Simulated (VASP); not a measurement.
Write the native input for VASP 6.6.1 that does the following.

- Task: single point
- Functional: r2SCAN
- Potentials or basis: VASP PAW PBE potentials, release 64 (Mg)
- Cutoff: 520 eV
- k mesh: 16 × 16 × 10
- Occupations: gaussian, width 0.05 eV
- Spin: no spin polarisation
- Dipole correction: no
- Further INCAR settings: ALGO = Normal; EDIFF = 1e-07; NBANDS = 9

Mg:

```xyz
2
Lattice="3.0986 0.0000 0.0000 -1.5493 2.6834 0.0000 0.0000 0.0000 4.9958" Properties=species:S:1:pos:R:3 pbc="T T T"
Mg    0.0000    1.7890    1.2490
Mg    1.5493    0.8945    3.7469
```

These files were run (other wordings do the same):

POSCAR

```
Mg
1.0
    3.0985634982      0.0000000000      0.0000000000
   -1.5492817491      2.6834347047      0.0000000000
    0.0000000000      0.0000000000      4.9958216797
Mg
2
Direct
    0.3333333333      0.6666666667      0.2500000000
    0.6666666667      0.3333333333      0.7500000000
```

INCAR.step1

```
SYSTEM = Mg
ALGO = Normal ; EDIFF = 1E-4
ENCUT = 520 ; GGA = PE
ISMEAR = 0 ; LASPH = .TRUE.
LCHARG = .FALSE. ; LREAL = .FALSE.
LWAVE = .TRUE. ; NBANDS = 9
NELM = 60 ; PREC = Accurate
SIGMA = 0.05
```

INCAR.step2

```
SYSTEM = Mg
ALGO = Normal ; EDIFF = 1E-7
ENCUT = 520 ; ISIF = 2
ISMEAR = 0 ; ISTART = 1
LASPH = .TRUE. ; LCHARG = .FALSE.
LMIXTAU = .TRUE. ; LREAL = .FALSE.
LWAVE = .FALSE. ; METAGGA = R2SCAN
NBANDS = 9 ; NELM = 60
PREC = Accurate ; SIGMA = 0.05
```

KPOINTS

```
k-points
0
G
  16 16 10
  0 0 0
```

Potentials or basis: VASP PAW PBE potentials, release 64 (Mg).

The run is started by

```sh
$ cat potpaw_PBE.64/Mg/POTCAR > POTCAR
$ cp INCAR.step1 INCAR
$ mpirun -np 1 vasp_std > vasp.out
$ cp INCAR.step2 INCAR
$ mpirun -np 1 vasp_std > vasp.out
```

It gave:

| Property | Result |
| --- | --- |
| Pressure | 3.6 GPa |
| Band gap on the k mesh | zero (bands 2 and 3 overlap by 2.16 eV) |

Caveat: the cell stands under pressure; the PAW data sets were made with another functional, which shifts forces and pressure a little.

Run time: 85 s on 1 thread of Intel(R) Xeon(R) 6975P-C (Granite Rapids) (shared host), peak memory 0.21 GiB.
